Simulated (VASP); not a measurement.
Wanted: the native input for a VASP 6.6.1 run.

| Property | Result |
| --- | --- |
| Task | single point |
| Functional | PBE |
| Potentials or basis | VASP PAW PBE potentials, release 64 (Ba_sv, F) |
| Cutoff | 600 eV |
| k mesh | 4 × 4 × 4 |
| Occupations | gaussian, width 0.01 eV |
| Spin | no spin polarisation |
| Dipole correction | no |
| Further INCAR settings | ALGO = Normal; EDIFF = 1e-06; NBANDS = 19 |

The structure of BaF2 lies in POSCAR:

```
BaF2
1.0
    0.0000000000      3.0971615099      3.0971615099
    3.0971615099      0.0000000000      3.0971615099
    3.0971615099      3.0971615099      0.0000000000
Ba F
1 2
Direct
    0.0000000000      0.0000000000      0.0000000000
    0.7500000000      0.7500000000      0.7500000000
    0.2500000000      0.2500000000      0.2500000000
```

These files were run (other wordings do the same):

INCAR

```
ALGO     = Normal         # electronic algorithm
EDIFF    = 1E-6           # SCF threshold, eV
ENCUT    = 600            # plane-wave cutoff, eV
GGA      = PE             # functional
GGA_COMPAT= F            
ISIF     = 2              # what is computed and relaxed
ISMEAR   = 0              # smearing method
LASPH    = T              # aspherical terms in the spheres
LCHARG   = F              # write CHGCAR
LREAL    = F              # projectors in reciprocal space
LWAVE    = F              # write WAVECAR
NBANDS   = 19             # bands
NELM     = 120            # most SCF steps
PREC     = Accurate       # precision mode
SIGMA    = 0.01           # smearing width, eV
```

KPOINTS

```
k-points
0
Gamma
  4 4 4
```

Potentials or basis: VASP PAW PBE potentials, release 64 (Ba_sv, F).

Command:

```sh
$ cat potpaw_PBE.64/Ba_sv/POTCAR potpaw_PBE.64/F/POTCAR > POTCAR
$ mpirun -np 1 vasp_std > vasp.out
```

Results of the run:

- Pressure: 2.5 GPa
- Band gap on the k mesh: 6.78 eV (least direct gap 6.86 eV)

Caveat: the k points lie up to 0.44 Å⁻¹ apart; spin-orbit coupling is left out, which moves the levels of the heavy elements.

Wall time 6.9 s on 1 thread of Intel(R) Xeon(R) 6975P-C (Granite Rapids), with other jobs on the host, peak memory 0.2 GiB.
